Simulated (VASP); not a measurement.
# HfN (Pm-3m) in VASP: further runs

HfN is run at these levels: PBEsol; tasks: single point.

Everything below comes from runs of VASP 6.6.1. Logs are shortened: lines on timing, memory, paths and dates and some standing lists are left out, and cuts for length are marked.

## 1. The cell of the first run

The structure is cubic, space group Pm-3m (No. 221). The conventional cell has a = 2.753 Å, b = 2.753 Å, c = 2.753 Å, α = 90.00°, β = 90.00°, γ = 90.00°. Hf (site symmetry m-3m) has 8 N at 2.38 Å and 6 Hf at 2.75 Å within 3.1 Å. N (site symmetry m-3m) has 8 Hf at 2.38 Å and 6 N at 2.75 Å within 3.1 Å.

## 2. Single point, PBEsol (volume scaled by 0.960)

INCAR reads:

```
SYSTEM = HfN
PREC = Accurate
ENCUT = 520
EDIFF = 1E-6
ISMEAR = 0
SIGMA = 0.05
LREAL = .FALSE.
LASPH = .TRUE.
NELM = 100
ALGO = Normal
ISIF = 2
LWAVE = .FALSE.
LCHARG = .FALSE.
GGA = PS
NBANDS = 14
```

KPOINTS reads:

```
regular mesh
0
G
  12 12 12
  0 0 0
```

POSCAR reads:

```
HfN
1.0
    2.7527218079      0.0000000000      0.0000000000
    0.0000000000      2.7527218079      0.0000000000
    0.0000000000      0.0000000000      2.7527218079
Hf N
1 1
Direct
    0.0000000000      0.0000000000      0.0000000000
    0.5000000000      0.5000000000      0.5000000000
```

Potentials or basis: VASP PAW PBE potentials, release 64 (Hf_pv, N).

Run with:

```bash
cat potpaw_PBE.64/Hf_pv/POTCAR potpaw_PBE.64/N/POTCAR > POTCAR
mpirun -np 1 vasp_std > vasp.out
```

OUTCAR:

```text
SYSTEM = HfN
   PREC = Accurate
   ENCUT = 520
   EDIFF = 1E-6
   ISMEAR = 0
   LREAL = .FALSE.
   LASPH = .TRUE.
   NELM = 100
   ISIF = 2
   GGA = PS

 ion  position               nearest neighbor table
   1  0.000  0.000  0.000-   2 2.38   2 2.38   2 2.38   2 2.38   2 2.38   2 2.38   2 2.38   2 2.38

   2  0.500  0.500  0.500-   1 2.38   1 2.38   1 2.38   1 2.38   1 2.38   1 2.38   1 2.38   1 2.38

  LATTYP: Found a simple cubic cell.
 ALAT       =     2.7527218079

  Lattice vectors:

 A1 = (   2.7527218079,   0.0000000000,   0.0000000000)
 A2 = (   0.0000000000,   2.7527218079,   0.0000000000)
 A3 = (   0.0000000000,   0.0000000000,   2.7527218079)

Analysis of symmetry for initial positions (statically):
=====================================================================
 Subroutine PRICEL returns:
 Original cell was already a primitive cell.

 Routine SETGRP: Setting up the symmetry group for a
 simple cubic supercell.

 Subroutine GETGRP returns: Found 48 space group operations
 (whereof 48 operations were pure point group operations)
 out of a pool of 48 trial point group operations.

The static configuration has the point symmetry O_h .

Analysis of symmetry for dynamics (positions and initial velocities):
=====================================================================
 Subroutine PRICEL returns:
 Original cell was already a primitive cell.

 Routine SETGRP: Setting up the symmetry group for a
 simple cubic supercell.

 Subroutine GETGRP returns: Found 48 space group operations
 (whereof 48 operations were pure point group operations)
 out of a pool of 48 trial point group operations.

The dynamic configuration has the point symmetry O_h .

 Subroutine INISYM returns: Found 48 space group operations
 (whereof 48 operations are pure point group operations),
 and found     1 'primitive' translations

----------------------------------------------------------------------------------------

                                     Primitive cell

  volume of cell :      20.8587

  direct lattice vectors                    reciprocal lattice vectors
     2.752721808  0.000000000  0.000000000     0.363276811  0.000000000  0.000000000
     0.000000000  2.752721808  0.000000000     0.000000000  0.363276811  0.000000000
     0.000000000  0.000000000  2.752721808     0.000000000  0.000000000  0.363276811

  length of vectors
     2.752721808  2.752721808  2.752721808     0.363276811  0.363276811  0.363276811

  position of ions in fractional coordinates (direct lattice)
     0.000000000  0.000000000  0.000000000
     0.500000000  0.500000000  0.500000000

  ion indices of the primitive-cell ions
   primitive index   ion index
                 1           1
                 2           2

----------------------------------------------------------------------------------------

 KPOINTS: regular mesh

Automatic generation of k-mesh.
 Grid dimensions read from file:
 generate k-points for:   12   12   12

 Generating k-lattice:

  Cartesian coordinates                     Fractional coordinates (reciprocal lattice)
     0.030273068  0.000000000  0.000000000     0.083333333  0.000000000  0.000000000
     0.000000000  0.030273068  0.000000000     0.000000000  0.083333333  0.000000000
     0.000000000  0.000000000  0.030273068     0.000000000  0.000000000  0.083333333

  Length of vectors
     0.030273068  0.030273068  0.030273068

  Shift w.r.t. Gamma in fractional coordinates (k-lattice)
     0.000000000  0.000000000  0.000000000

 Subroutine IBZKPT returns following result:
 ===========================================

 Found     84 irreducible k-points:

 Following reciprocal coordinates:
            Coordinates               Weight
  0.000000  0.000000  0.000000      1.000000
  0.083333  0.000000  0.000000      6.000000
  0.166667  0.000000  0.000000      6.000000
  0.250000  0.000000  0.000000      6.000000
  0.333333  0.000000  0.000000      6.000000
  0.416667  0.000000  0.000000      6.000000
[... 16 lines left out ...]
  0.333333  0.333333  0.000000     12.000000
  0.416667  0.333333  0.000000     24.000000
 [... further k-points ...]
   k-points           NKPTS =     84   k-points in BZ     NKDIM =     84   number of bands    NBANDS=     14
   number of dos      NEDOS =    301   number of ions     NIONS =      2
   total plane-waves  NPLWV =   8000
   dimension x,y,z NGX =    20 NGY =   20 NGZ =   20
   dimension x,y,z NGXF=    40 NGYF=   40 NGZF=   40
   ions per type =               1   1
   NGX,Y,Z   is equivalent  to a cutoff of  12.08, 12.08, 12.08 a.u.
   NGXF,Y,Z  is equivalent  to a cutoff of  24.16, 24.16, 24.16 a.u.
 SYSTEM =  HfN
   PREC   = accura    normal or accurate (medium, high low for compatibility)
   ISTART =      0    job   : 0-new  1-cont  2-samecut
   ICHARG =      2    charge: 1-file 2-atom 10-const
   ISPIN  =      1    spin polarized calculation?
   LNONCOLLINEAR =      F non collinear calculations
   LSORBIT =      F    spin-orbit coupling
   LASPH  =      T    aspherical Exc in radial PAW
   ENCUT  =  520.0 eV  38.22 Ry    6.18 a.u.   5.12  5.12  5.12*2*pi/ulx,y,z
   NELM   =    100;   NELMIN=  2; NELMDL= -5     # of ELM steps
   EDIFF  = 0.1E-05   stopping-criterion for ELM
   LREAL  =      F    real-space projection
   EDIFFG = 0.1E-04   stopping-criterion for IOM
   NSW    =      0    number of steps for IOM
   IBRION =     -1    ionic relax: 0-MD 1-quasi-New 2-CG
   NFREE  =      0    steps in history (QN), initial steepest desc. (CG)
   ISIF   =      2    stress and relaxation
   ISYM   =      2    0-nonsym 1-usesym 2-fastsym
   POTIM  = 0.5000    time-step for ionic-motion
   TEBEG  =    0.0;   TEEND  =   0.0 temperature during run
   PSTRESS=    0.0 pullay stress
   NELECT =      15.0000    total number of electrons
   NUPDOWN=      -1.0000    fix difference up-down
   EMIN   =  10.00;   EMAX   =-10.00  energy-range for DOS
   EFERMI =   0.00;   METHOD = LEGACY
   ISMEAR =     0;   SIGMA  =   0.05  broadening in eV -4-tet -1-fermi 0-gaus
   EFERMI_NEDOS =   21; number of points for ismear=-14 and -15
   IALGO  =     38    algorithm
   IMIX   =      4    mixing-type and parameters
     AMIX     =   0.40;   BMIX     =  1.00
     AMIX_MAG =   1.60;   BMIX_MAG =  1.00
  volume/ion in A,a.u.               =      10.43        70.38
  Fermi-wavevector in a.u.,A,eV,Ry     =   1.466706  2.771672 29.269194  2.151225
  Thomas-Fermi vector in A             =   2.582411
   LORBIT       =      0    0 simple, 1 ext, 2 COOP (PROOUT), +10 PAW based schemes
   GGA     = PS    functional components
   LHFCALC =     F    Hartree Fock is set to
   AEXX    =    0.0000 exact exchange contribution
   IVDW    =     0    specifies the selected vdW correction
   LEPSILON=     F    determine dielectric tensor
   LRPA    =     F    only Hartree local field effects (RPA)
 non-spin polarized calculation
 Gauss-broadening in eV      SIGMA  =   0.05
  energy-cutoff  :      520.00
  volume of cell :       20.86
 maximum number of plane-waves:       587
   NGX = 11   NGY = 11   NGZ = 11

 number of electron      15.0000004 magnetization

 Free energy of the ion-electron system (eV)
  ---------------------------------------------------
  ext. energy  EPLUGINS =         0.00000000
  ---------------------------------------------------
  free energy    TOTEN  =       -21.01572460 eV

  energy without entropy =      -21.01397532  energy(sigma->0) =      -21.01484996

 E-fermi :   7.9855     XC(G=0): -13.5123

 val. band max:        7.9789059702   @ k =   0.5000   0.2500   0.0833
 cond. band min:       8.0263114908   @ k =   0.2500   0.2500   0.0833
 fundamental gap:      0.0474055205
 Fermi energy:         7.9854712102

 k-point     1 :       0.0000    0.0000    0.0000
  band No.  band energies     occupation
      1     -21.8492      2.00000
      2     -21.8492      2.00000
      3     -21.8492      2.00000
      4      -8.6110      2.00000
      5       5.2512      2.00000
      6       5.2512      2.00000
      7       6.9107      2.00000
      8       6.9107      2.00000
      9       6.9107      2.00000
     10      12.3741      0.00000
     11      14.8772      0.00000
     12      14.8772      0.00000
     13      14.8772      0.00000
     14      21.3239      0.00000

 k-point     2 :       0.0833    0.0000    0.0000
  band No.  band energies     occupation
      1     -21.9798      2.00000
      2     -21.8379      2.00000
      3     -21.8379      2.00000
      4      -8.4507      2.00000
      5       4.9367      2.00000
      6       5.3271      2.00000
      7       6.7810      2.00000
      8       6.7810      2.00000
      9       7.0873      2.00000
     10      12.8318      0.00000
     11      14.9069      0.00000
     12      14.9069      0.00000
     13      14.9208      0.00000
     14      21.3239      0.00000

 k-point     3 :       0.1667    0.0000    0.0000
  band No.  band energies     occupation
      1     -22.3226      2.00000
      2     -21.8067      2.00000
      3     -21.8067      2.00000
      4      -8.0071      2.00000
      5       3.8988      2.00000
      6       5.5436      2.00000
      7       6.4339      2.00000
      8       6.4339      2.00000
      9       8.0286      0.22291
     10      13.8585      0.00000
     11      15.0106      0.00000
     12      15.0106      0.00000
     13      15.0424      0.00000
     14      21.3238      0.00000
[... 324 lines left out ...]
 k-point    23 :       0.3333    0.3333    0.0000
  band No.  band energies     occupation
      1     -22.9823      2.00000
      2     -22.8974      2.00000
      3     -21.6061      2.00000
      4      -6.4002      2.00000
      5       2.2177      2.00000
      6       4.0883      2.00000
      7       6.3218      2.00000
      8       7.8888      1.99376
      9      11.9434      0.00000
     10      12.1779      0.00000
     11      13.7901      0.00000
     12      14.0060      0.00000
     13      18.0375      0.00000
     14      21.3322      0.00000

 k-point    24 :       0.4167    0.3333    0.0000
  band No.  band energies     occupation
      1     -23.2096      2.00000
      2     -22.8793      2.00000
      3     -21.5777      2.00000
      4      -6.3918      2.00000
      5       2.3905      2.00000
      6       4.0350      2.00000
      7       6.5102      2.00000
      8       7.6588      2.00000
      9      11.8296      0.00000
     10      11.9429      0.00000
     11      13.0966      0.00000
     12      14.9573      0.00000
     13      19.1004      0.00000
     14      21.3377      0.00000

 [... further k-points ...]

------------------------ aborting loop because EDIFF is reached ----------------------------------------

  FORCE on cell =-STRESS in cart. coord.  units (eV):
  Direction    XX          YY          ZZ          XY          YZ          ZX
  --------------------------------------------------------------------------------------
  -------------------------------------------------------------------------------------
  Total        1.1265795      1.1265795      1.1265795      0.0000000     -0.0000000     -0.0000000
  in kB       86.5337339     86.5337339     86.5337339      0.0000000     -0.0000000     -0.0000000
  external PRESSURE =      86.5337339 kB  Pullay stress =       0.0000000 kB

 VOLUME and BASIS-vectors are now :
 -----------------------------------------------------------------------------
  energy-cutoff  :      520.00
  volume of cell :       20.86
      direct lattice vectors                 reciprocal lattice vectors
     2.752721808  0.000000000  0.000000000     0.363276811  0.000000000  0.000000000
     0.000000000  2.752721808  0.000000000     0.000000000  0.363276811  0.000000000
     0.000000000  0.000000000  2.752721808     0.000000000  0.000000000  0.363276811

 POSITION                                       TOTAL-FORCE (eV/Angst)
 -----------------------------------------------------------------------------------
      0.00000      0.00000      0.00000         0.000000      0.000000      0.000000
      1.37636      1.37636      1.37636         0.000000      0.000000      0.000000
 -----------------------------------------------------------------------------------
    total drift:                                0.000000      0.000000      0.000000

  FREE ENERGIE OF THE ION-ELECTRON SYSTEM (eV)
  ---------------------------------------------------
  free  energy   TOTEN  =       -21.0157245999 eV

  energy  without entropy=      -21.0139753228  energy(sigma->0) =      -21.01484996
```

It took 18 s on 1 thread of Intel Xeon 8259CL, shared host; peak memory 0.14 GiB.

Results:

| Quantity | Value |
| --- | --- |
| Free energy | -21.0157 eV |
| Pressure | 8.7 GPa |

Levels at points of the mesh, in eV from the Fermi level:
```csv
k point,band 5,band 6,band 7,band 8,band 9,band 10,band 11,band 12
"(0.00, 0.00, 0.00)",-2.73,-2.73,-1.07,-1.07,-1.07,4.39,6.89,6.89
"(0.50, 0.00, 0.00)",-8.18,-2.87,-2.87,-1.37,6.26,7.60,7.78,7.78
"(0.50, 0.50, 0.00)",-4.12,-4.12,-1.49,-0.55,3.02,3.23,3.23,10.14
"(0.50, 0.50, 0.50)",-7.40,-7.40,-7.40,8.55,8.55,8.55,10.50,10.50
```

Caveat: the cell differs from its parent crystal (volume scaled by 0.960); the PAW data sets were made with another functional, which shifts forces and pressure a little; spin-orbit coupling is left out, which moves the levels of the heavy elements.

## 3. Single point, PBEsol (volume scaled by 0.980)

INCAR reads:

```
SYSTEM = HfN
PREC = Accurate
ENCUT = 520
EDIFF = 1E-6
ISMEAR = 0
SIGMA = 0.05
LREAL = .False.
LASPH = .True.
NELM = 100
ALGO = Normal
ISIF = 2
LWAVE = .False.
LCHARG = .False.
GGA = PS
NBANDS = 14
```

KPOINTS reads:

```
Automatic mesh
0
Gamma
  12 12 12
  0 0 0
```

POSCAR reads:

```
HfN
1.0
    2.7717066961      0.0000000000      0.0000000000
    0.0000000000      2.7717066961      0.0000000000
    0.0000000000      0.0000000000      2.7717066961
Hf N
1 1
Direct
    0.0000000000      0.0000000000      0.0000000000
    0.5000000000      0.5000000000      0.5000000000
```

Potentials or basis: VASP PAW PBE potentials, release 64 (Hf_pv, N).

Run with:

```bash
cat potpaw_PBE.64/Hf_pv/POTCAR potpaw_PBE.64/N/POTCAR > POTCAR
mpirun -np 1 vasp_std > vasp.out
```

It took 21 s on 1 thread of Intel Xeon 8259CL, shared host; peak memory 0.16 GiB.

It converged, with:

| Item | Value |
| --- | --- |
| Free energy | -21.0314 eV |
| Pressure | 2.8 GPa |

Levels at points of the mesh, in eV from the Fermi level:
```csv
k point,band 4,band 5,band 6,band 7,band 8,band 9,band 10,band 11,band 12,band 13
"(0.00, 0.00, 0.00)",-16.45,-2.64,-2.64,-1.06,-1.06,-1.06,4.10,6.75,6.75,6.75
"(0.50, 0.00, 0.00)",-13.71,-8.06,-2.79,-2.79,-1.31,6.12,7.43,7.61,7.61,10.24
"(0.50, 0.50, 0.00)",-14.49,-4.08,-4.08,-1.47,-0.52,2.91,3.19,3.19,9.90,13.16
"(0.50, 0.50, 0.50)",-12.58,-7.23,-7.23,-7.23,8.36,8.36,8.36,10.25,10.33,10.33
```

Caveat: the cell differs from its parent crystal (volume scaled by 0.980); the PAW data sets were made with another functional, which shifts forces and pressure a little; spin-orbit coupling is left out, which moves the levels of the heavy elements.

## 4. Single point, PBEsol

This run uses another cell than the first one, of 11.05 Å³/atom, 1.060 times its volume.

INCAR reads:

```
SYSTEM = HfN
PREC     = Accurate       ! precision mode
ENCUT    = 520            ! plane-wave cutoff, eV
EDIFF    = 1E-7           ! SCF threshold, eV
ISMEAR   = 0              ! smearing method
SIGMA    = 0.05           ! smearing width, eV
LREAL    = .FALSE.        ! projectors in reciprocal space
LASPH    = .TRUE.         ! aspherical terms in the spheres
NELM     = 60             ! most SCF steps
ALGO     = Normal         ! electronic algorithm
ISIF     = 2              ! what is computed and relaxed
LWAVE    = .FALSE.        ! write WAVECAR
LCHARG   = .FALSE.        ! write CHGCAR
GGA      = PS             ! functional
NBANDS   = 14             ! bands
```

KPOINTS reads:

```
regular mesh
0
G
  12 12 12
  0 0 0
```

POSCAR reads:

```
HfN
1.0
    2.8064667313      0.0000000000      0.0000000000
    0.0000000000      2.8064667313      0.0000000000
    0.0000000000      0.0000000000      2.8064667313
Hf N
1 1
Direct
    0.0000000000      0.0000000000      0.0000000000
    0.5000000000      0.5000000000      0.5000000000
```

Run with:

```bash
cat potpaw_PBE.64/Hf_pv/POTCAR potpaw_PBE.64/N/POTCAR > POTCAR
mpirun -np 1 vasp_std > vasp.out
```

Wall time 29 s (1 thread of Intel Xeon 8259CL, shared host); peak memory 0.16 GiB.

Results (log left out):

```
Free energy : -21.0212 eV
Pressure    : -6.7 GPa
```

Levels at points of the mesh, in eV from the Fermi level:
```tsv
k point	band 5	band 6	band 7	band 8	band 9	band 10	band 11	band 12
(0.00, 0.00, 0.00)	-2.49	-2.49	-1.04	-1.04	-1.04	3.59	6.51	6.51
(0.50, 0.00, 0.00)	-7.84	-2.66	-2.66	-1.22	5.87	7.14	7.31	7.31
(0.50, 0.50, 0.00)	-4.00	-4.00	-1.44	-0.49	2.72	3.13	3.13	9.48
(0.50, 0.50, 0.50)	-6.92	-6.92	-6.92	8.01	8.01	8.01	9.81	9.81
```

Caveat: the PAW data sets were made with another functional, which shifts forces and pressure a little; spin-orbit coupling is left out, which moves the levels of the heavy elements.

(Part 1 of 2 ends here.)
